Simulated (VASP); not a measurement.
# Nb (R-3m) in VASP: further runs

The runs below take Nb through single point, with PBE.

Program: VASP 6.6.1. These are calculated values, not measurements. Logs are shortened: lines on timing, memory, paths and dates and some standing lists are left out, and cuts for length are marked.

**1. The cell of the first run**

The structure is trigonal, space group R-3m (No. 166). Conventional cell: a = 5.930 Å, b = 5.930 Å, c = 1.816 Å, α = 90.00°, β = 90.00°, γ = 120.00°. Within 2.4 Å of Nb (site symmetry -3m) lie 2 Nb at 1.82 Å.

**2. Single point, PBE**

Contents of INCAR:

```
ALGO = Fast
EDIFF = 1E-6
ENCUT = 520
GGA = PE
ISIF = 2
ISMEAR = 0
LASPH = True
LCHARG = False
LREAL = False
LWAVE = False
NBANDS = 12
NELM = 100
PREC = Accurate
SIGMA = 0.15
```

Contents of KPOINTS:

```
k-points
0
Gamma
  22 22 22
```

Contents of POSCAR:

```
Nb
1.0
   -2.4458532361      1.7470380258      1.7470380258
    1.7470380258     -2.4458532361      1.7470380258
    1.7470380258      1.7470380258     -2.4458532361
Nb
1
Direct
    0.0000000000      0.0000000000      0.0000000000
```

Potentials or basis: VASP PAW PBE potentials, release 64 (Nb_sv).

Started as:

```
$ cat potpaw_PBE.64/Nb_sv/POTCAR > POTCAR
$ mpirun -np 1 vasp_std > vasp.out
```

OUTCAR:

```text
EDIFF = 1E-6
   ENCUT = 520
   GGA = PE
   ISIF = 2
   ISMEAR = 0
   LASPH = True
   LREAL = False
   NELM = 100
   PREC = Accurate

 ion  position               nearest neighbor table
   1  0.000  0.000  0.000-

  LATTYP: Found a trigonal (rhomboedric) cell.
 ALAT       =     3.4765617756
 COS(alpha) =    -0.4545454545

  Lattice vectors:

 A1 = (  -2.4458532361,   1.7470380258,   1.7470380258)
 A2 = (   1.7470380258,  -2.4458532361,   1.7470380258)
 A3 = (   1.7470380258,   1.7470380258,  -2.4458532361)

Analysis of symmetry for initial positions (statically):
=====================================================================
 Subroutine PRICEL returns:
 Original cell was already a primitive cell.

 Routine SETGRP: Setting up the symmetry group for a
 trigonal (rhombohedral) supercell.

 Subroutine GETGRP returns: Found 12 space group operations
 (whereof 12 operations were pure point group operations)
 out of a pool of 12 trial point group operations.

The static configuration has the point symmetry D_3d.

Analysis of symmetry for dynamics (positions and initial velocities):
=====================================================================
 Subroutine PRICEL returns:
 Original cell was already a primitive cell.

 Routine SETGRP: Setting up the symmetry group for a
 trigonal (rhombohedral) supercell.

 Subroutine GETGRP returns: Found 12 space group operations
 (whereof 12 operations were pure point group operations)
 out of a pool of 12 trial point group operations.

The dynamic configuration has the point symmetry D_3d.

 Subroutine INISYM returns: Found 12 space group operations
 (whereof 12 operations are pure point group operations),
 and found     1 'primitive' translations

----------------------------------------------------------------------------------------

                                     Primitive cell

  volume of cell :      18.4281

  direct lattice vectors                    reciprocal lattice vectors
    -2.445853236  1.747038026  1.747038026     0.158999274  0.397498185  0.397498185
     1.747038026 -2.445853236  1.747038026     0.397498185  0.158999274  0.397498185
     1.747038026  1.747038026 -2.445853236     0.397498185  0.397498185  0.158999274

  length of vectors
     3.476561776  3.476561776  3.476561776     0.584200636  0.584200636  0.584200636

  position of ions in fractional coordinates (direct lattice)
     0.000000000  0.000000000  0.000000000

  ion indices of the primitive-cell ions
   primitive index   ion index
                 1           1

----------------------------------------------------------------------------------------

 KPOINTS: k-points

Automatic generation of k-mesh.
 Grid dimensions read from file:
 generate k-points for:   22   22   22

 Generating k-lattice:

  Cartesian coordinates                     Fractional coordinates (reciprocal lattice)
     0.007227240  0.018068099  0.018068099     0.045454545 -0.000000000 -0.000000000
     0.018068099  0.007227240  0.018068099    -0.000000000  0.045454545 -0.000000000
     0.018068099  0.018068099  0.007227240    -0.000000000 -0.000000000  0.045454545

  Length of vectors
     0.026554574  0.026554574  0.026554574

  Shift w.r.t. Gamma in fractional coordinates (k-lattice)
     0.000000000  0.000000000  0.000000000

 Subroutine IBZKPT returns following result:
 ===========================================

 Found   1024 irreducible k-points:

 Following reciprocal coordinates:
            Coordinates               Weight
  0.000000  0.000000  0.000000      1.000000
  0.045455  0.000000  0.000000      6.000000
  0.090909  0.000000  0.000000      6.000000
  0.136364  0.000000  0.000000      6.000000
  0.181818 -0.000000  0.000000      6.000000
  0.227273  0.000000  0.000000      6.000000
[... 16 lines left out ...]
  0.500000  0.045455  0.000000     12.000000
 -0.454545  0.045455 -0.000000     12.000000
 [... further k-points ...]
   k-points           NKPTS =   1024   k-points in BZ     NKDIM =   1024   number of bands    NBANDS=     12
   number of dos      NEDOS =    301   number of ions     NIONS =      1
   total plane-waves  NPLWV =  21952
   dimension x,y,z NGX =    28 NGY =   28 NGZ =   28
   dimension x,y,z NGXF=    56 NGYF=   56 NGZF=   56
   ions per type =               1
   NGX,Y,Z   is equivalent  to a cutoff of  13.39, 13.39, 13.39 a.u.
   NGXF,Y,Z  is equivalent  to a cutoff of  26.78, 26.78, 26.78 a.u.
 SYSTEM =  unknown system
   PREC   = accura    normal or accurate (medium, high low for compatibility)
   ISTART =      0    job   : 0-new  1-cont  2-samecut
   ICHARG =      2    charge: 1-file 2-atom 10-const
   ISPIN  =      1    spin polarized calculation?
   LNONCOLLINEAR =      F non collinear calculations
   LSORBIT =      F    spin-orbit coupling
   LASPH  =      T    aspherical Exc in radial PAW
   ENCUT  =  520.0 eV  38.22 Ry    6.18 a.u.   6.46  6.46  6.46*2*pi/ulx,y,z
   NELM   =    100;   NELMIN=  2; NELMDL= -5     # of ELM steps
   EDIFF  = 0.1E-05   stopping-criterion for ELM
   LREAL  =      F    real-space projection
   EDIFFG = 0.1E-04   stopping-criterion for IOM
   NSW    =      0    number of steps for IOM
   IBRION =     -1    ionic relax: 0-MD 1-quasi-New 2-CG
   NFREE  =      0    steps in history (QN), initial steepest desc. (CG)
   ISIF   =      2    stress and relaxation
   ISYM   =      2    0-nonsym 1-usesym 2-fastsym
   POTIM  = 0.5000    time-step for ionic-motion
   TEBEG  =    0.0;   TEEND  =   0.0 temperature during run
   PSTRESS=    0.0 pullay stress
   NELECT =      13.0000    total number of electrons
   NUPDOWN=      -1.0000    fix difference up-down
   EMIN   =  10.00;   EMAX   =-10.00  energy-range for DOS
   EFERMI =   0.00;   METHOD = LEGACY
   ISMEAR =     0;   SIGMA  =   0.15  broadening in eV -4-tet -1-fermi 0-gaus
   EFERMI_NEDOS =   21; number of points for ismear=-14 and -15
   IALGO  =     68    algorithm
   IMIX   =      4    mixing-type and parameters
     AMIX     =   0.40;   BMIX     =  1.00
     AMIX_MAG =   1.60;   BMIX_MAG =  1.00
  volume/ion in A,a.u.               =      18.43       124.36
  Fermi-wavevector in a.u.,A,eV,Ry     =   1.457345  2.753983 28.896790  2.123854
  Thomas-Fermi vector in A             =   2.574157
   LORBIT       =      0    0 simple, 1 ext, 2 COOP (PROOUT), +10 PAW based schemes
   GGA     = PE    functional components
   LHFCALC =     F    Hartree Fock is set to
   AEXX    =    0.0000 exact exchange contribution
   IVDW    =     0    specifies the selected vdW correction
   LEPSILON=     F    determine dielectric tensor
   LRPA    =     F    only Hartree local field effects (RPA)
 non-spin polarized calculation
 RMM-DIIS sequential band-by-band and
 Gauss-broadening in eV      SIGMA  =   0.15
  energy-cutoff  :      520.00
  volume of cell :       18.43
 maximum number of plane-waves:       511
 NGX is ok and might be reduce to    28

 number of electron      13.0000001 magnetization

 Free energy of the ion-electron system (eV)
  ---------------------------------------------------
  ext. energy  EPLUGINS =         0.00000000
  ---------------------------------------------------
  free energy    TOTEN  =        -3.71373013 eV

  energy without entropy =       -3.70887298  energy(sigma->0) =       -3.71130156

 E-fermi :  10.8546     XC(G=0): -11.8369

 val. band max:       10.8522536658   @ k =  -0.3636   0.3636   0.2727
 cond. band min:      10.8561664777   @ k =   0.3182   0.3182   0.0455
 fundamental gap:      0.0039128119
 Fermi energy:        10.8546268692

 k-point     1 :       0.0000    0.0000    0.0000
  band No.  band energies     occupation
      1     -47.2316      2.00000
      2     -21.6527      2.00000
      3     -21.6527      2.00000
      4     -11.5267      2.00000
      5       3.0904      2.00000
      6       8.5613      2.00000
      7       8.5613      2.00000
      8       9.1610      2.00000
      9      19.1579      0.00000
     10      23.9775      0.00000
     11      23.9775      0.00000
     12      27.2886      0.00000

 k-point     2 :       0.0455    0.0000    0.0000
  band No.  band energies     occupation
      1     -47.1566      2.00000
      2     -21.5980      2.00000
      3     -21.5964      2.00000
      4     -12.0854      2.00000
      5       3.3138      2.00000
      6       8.6258      2.00000
      7       8.6531      2.00000
      8       9.6906      2.00000
      9      19.2880      0.00000
     10      22.5773      0.00000
     11      22.6029      0.00000
     12      28.0892      0.00000

 k-point     3 :       0.0909    0.0000    0.0000
  band No.  band energies     occupation
      1     -46.9327      2.00000
      2     -21.4359      2.00000
      3     -21.4298      2.00000
      4     -13.5661      2.00000
      5       3.8708      2.00000
      6       8.8196      2.00000
      7       8.9269      2.00000
      8      11.2007      0.00110
      9      19.6745      0.00000
     10      20.0727      0.00000
     11      20.1367      0.00000
     12      28.6231      0.00000

 k-point     4 :       0.1364    0.0000    0.0000
  band No.  band energies     occupation
      1     -46.5636      2.00000
      2     -21.1727      2.00000
      3     -21.1594      2.00000
      4     -15.5962      2.00000
      5       4.6133      2.00000
      6       9.1428      2.00000
      7       9.3783      2.00000
      8      13.4475      0.00000
      9      17.4214      0.00000
     10      17.5065      0.00000
     11      20.3081      0.00000
     12      28.5479      0.00000

 k-point     5 :       0.1818   -0.0000    0.0000
  band No.  band energies     occupation
      1     -46.0559      2.00000
      2     -20.8193      2.00000
      3     -20.7972      2.00000
      4     -17.8775      2.00000
      5       5.4996      2.00000
      6       9.5923      2.00000
      7       9.9970      2.00000
      8      14.7437      0.00000
      9      14.9426      0.00000
     10      16.2538      0.00000
     11      21.1659      0.00000
     12      28.3778      0.00000
[... 228 lines left out ...]
      1     -41.6758      2.00000
      2     -29.0658      2.00000
      3     -18.3059      2.00000
      4     -18.2485      2.00000
      5       4.4039      2.00000
      6       4.8615      2.00000
      7      14.1375      0.00000
      8      14.3883      0.00000
      9      15.4451      0.00000
     10      20.4172      0.00000
     11      23.3598      0.00000
     12      27.5231      0.00000

 k-point    22 :       0.4545    0.0455   -0.0000
  band No.  band energies     occupation
      1     -41.4598      2.00000
      2     -29.4341      2.00000
      3     -18.2207      2.00000
      4     -18.1581      2.00000
      5       4.1370      2.00000
      6       4.6121      2.00000
      7      14.4337      0.00000
      8      15.1731      0.00000
      9      16.9487      0.00000
     10      18.2778      0.00000
     11      22.9292      0.00000
     12      27.1442      0.00000

 k-point    23 :       0.5000    0.0455    0.0000
  band No.  band energies     occupation
      1     -41.6740      2.00000
      2     -29.0671      2.00000
      3     -18.3195      2.00000
      4     -18.2527      2.00000
      5       4.3690      2.00000
      6       4.8649      2.00000
      7      14.1078      0.00000
      8      14.7198      0.00000
      9      16.4720      0.00000
     10      19.1463      0.00000
     11      23.1534      0.00000
     12      26.7675      0.00000

 k-point    24 :      -0.4545    0.0455   -0.0000
  band No.  band energies     occupation
      1     -42.2444      2.00000
      2     -28.0405      2.00000
      3     -18.5861      2.00000
      4     -18.5169      2.00000
      5       5.0761      2.00000
      6       5.6025      2.00000
      7      13.1668      0.00000
      8      13.5537      0.00000
      9      15.2496      0.00000
     10      21.3759      0.00000
     11      23.8024      0.00000
     12      26.4112      0.00000

 [... further k-points ...]
[... 5 lines left out ...]
  --------------------------------------------------------------------------------------
  -------------------------------------------------------------------------------------
  Total       14.7930657     14.7930657     14.7930657     16.5552933     16.5552933     16.5552933
  in kB     1286.1391575   1286.1391575   1286.1391575   1439.3508065   1439.3508065   1439.3508065
  external PRESSURE =    1286.1391575 kB  Pullay stress =       0.0000000 kB

 VOLUME and BASIS-vectors are now :
 -----------------------------------------------------------------------------
  energy-cutoff  :      520.00
  volume of cell :       18.43
      direct lattice vectors                 reciprocal lattice vectors
    -2.445853236  1.747038026  1.747038026     0.158999274  0.397498185  0.397498185
     1.747038026 -2.445853236  1.747038026     0.397498185  0.158999274  0.397498185
     1.747038026  1.747038026 -2.445853236     0.397498185  0.397498185  0.158999274

 POSITION                                       TOTAL-FORCE (eV/Angst)
 -----------------------------------------------------------------------------------
      0.00000      0.00000      0.00000         0.000000      0.000000      0.000000
 -----------------------------------------------------------------------------------
    total drift:                               -0.000000     -0.000000      0.000000

  FREE ENERGIE OF THE ION-ELECTRON SYSTEM (eV)
  ---------------------------------------------------
  free  energy   TOTEN  =        -3.7137301315 eV

  energy  without entropy=       -3.7088729809  energy(sigma->0) =       -3.71130156
```

Run time: 8.2 min. Hardware: 1 thread of AMD EPYC 9R14 (Zen 4), shared host; peak memory 0.32 GiB.

Results:

- Free energy: -3.7137 eV
- Pressure: 128.6 GPa
- Band gap on the k mesh: zero (an odd number of electrons rules out a gap without spin polarisation)

Stress tensor (GPa, compression positive):
```
128.61 143.94 143.94
143.94 128.61 143.94
143.94 143.94 128.61
```

Levels at points of the mesh, in eV from the Fermi level:
```tsv
k point	band 4	band 5	band 6	band 7	band 8	band 9
(0.00, 0.00, 0.00)	-22.38	-7.76	-2.29	-2.29	-1.69	8.30
(0.50, 0.00, 0.00)	-29.01	-6.73	-6.24	3.57	4.33	6.52
(0.50, 0.50, 0.00)	-22.38	-5.64	-3.29	-0.50	0.50	5.04
(0.50, 0.50, 0.50)	-29.10	-6.83	-6.83	4.33	4.33	10.46
```

Caveat: atoms lie so close that the PAW spheres overlap strongly, which falsifies energies and pressures; the cell stands under pressure.

**3. Single point, PBE**

This run uses another cell than the first one, of the same volume but with other edges.

Contents of INCAR:

```
SYSTEM = Nb
ALGO = Fast
EDIFF = 1E-6
ENCUT = 520
GGA = PE
ISIF = 2
ISMEAR = 0
LASPH = .TRUE.
LCHARG = .FALSE.
LREAL = .FALSE.
LWAVE = .FALSE.
NBANDS = 12
NELM = 100
PREC = Accurate
SIGMA = 0.15
```

Contents of KPOINTS:

```
k-points
0
G
  22 22 22
  0 0 0
```

Contents of POSCAR:

```
Nb
1.0
   -2.0454810749      1.6848795480      1.6848795480
    1.6848795480     -2.0454810749      1.6848795480
    1.6848795480      1.6848795480     -2.0454810749
Nb
1
Direct
    0.0000000000      0.0000000000      0.0000000000
```

Potentials or basis: VASP PAW PBE potentials, release 64 (Nb_sv).

Started as:

```
$ cat potpaw_PBE.64/Nb_sv/POTCAR > POTCAR
$ mpirun -np 1 vasp_std > vasp.out
```

Wall time 4.1 min (1 thread of AMD EPYC 9R14 (Zen 4), shared host); peak memory 0.29 GiB.

It converged, with:

```
Free energy            : -9.5918 eV
Pressure               : 14.8 GPa
Band gap on the k mesh : zero (an odd number of electrons rules out a gap without spin polarisation)
```

Stress tensor (GPa, compression positive):
```
14.80 25.89 25.89
25.89 14.80 25.89
25.89 25.89 14.80
```

Levels at points of the mesh, in eV from the Fermi level:
```
           k point  band 3  band 4  band 5  band 6  band 7  band 8  band 9  band 10
(0.00, 0.00, 0.00)  -30.63  -28.44   -6.03   -2.98   -0.32   -0.32    5.77     5.77
(0.50, 0.00, 0.00)  -30.31  -30.07   -4.13   -2.19    1.96    2.45    3.95     5.66
(0.50, 0.50, 0.00)  -30.79  -28.46   -3.91   -3.25    0.48    3.72    5.93     6.55
(0.50, 0.50, 0.50)  -30.40  -30.40   -4.23   -4.23    3.58    3.58    7.78     8.24
```

Caveat: the cell stands under pressure.

**4. Single point, PBE**

This run uses another cell than the first one, of the same volume but with other edges.

Contents of INCAR:

```
SYSTEM = Nb
  PREC = Accurate
  ENCUT = 520
  EDIFF = 1E-6
  ISMEAR = 0
  SIGMA = 0.15
  LREAL = .False.
  LASPH = .True.
  NELM = 60
  ALGO = Fast
  ISIF = 2
  LWAVE = .False.
  LCHARG = .False.
  GGA = PE
  NBANDS = 12
```

Contents of KPOINTS:

```
Automatic mesh
0
Gamma
  22 22 22
  0 0 0
```

Contents of POSCAR:

```
Nb
1.0
   -1.2810883364      1.6866838714      1.6866838714
    1.6866838714     -1.2810883364      1.6866838714
    1.6866838714      1.6866838714     -1.2810883364
Nb
1
Direct
    0.0000000000      0.0000000000      0.0000000000
```

Started as:

```
$ cat potpaw_PBE.64/Nb_sv/POTCAR > POTCAR
$ mpirun -np 1 vasp_std > vasp.out
```

Run time: 2.8 min. Hardware: 1 thread of AMD EPYC 9R14 (Zen 4), shared host; peak memory 0.28 GiB.

Results (log left out):

- Free energy: -9.8625 eV
- Pressure: 4.0 GPa
- Band gap on the k mesh: zero (an odd number of electrons rules out a gap without spin polarisation)

Stress tensor (GPa, compression positive):
```
  4.00 -11.16 -11.16
-11.16   4.00 -11.16
-11.16 -11.16   4.00
```

Levels at points of the mesh, in eV from the Fermi level:
| k point | band 3 | band 4 | band 5 | band 6 | band 7 | band 8 | band 9 | band 10 | band 11 | band 12 |
| --- | --- | --- | --- | --- | --- | --- | --- | --- | --- | --- |
| (0.00, 0.00, 0.00) | -29.69 | -29.69 | -5.93 | -2.07 | -2.07 | 3.47 | 4.51 | 4.51 | 13.37 | 13.37 |
| (0.50, 0.00, 0.00) | -29.89 | -29.62 | -3.33 | -2.12 | 0.91 | 3.39 | 3.50 | 4.77 | 10.81 | 13.37 |
| (0.50, 0.50, 0.00) | -30.86 | -29.66 | -4.18 | -1.71 | 2.69 | 3.25 | 3.96 | 7.31 | 8.95 | 13.71 |
| (0.50, 0.50, 0.50) | -31.08 | -30.59 | -3.62 | -3.62 | 0.69 | 7.23 | 7.23 | 7.34 | 10.71 | 10.71 |

Caveat: the cell stands under pressure.

(Part 1 of 2 ends here.)
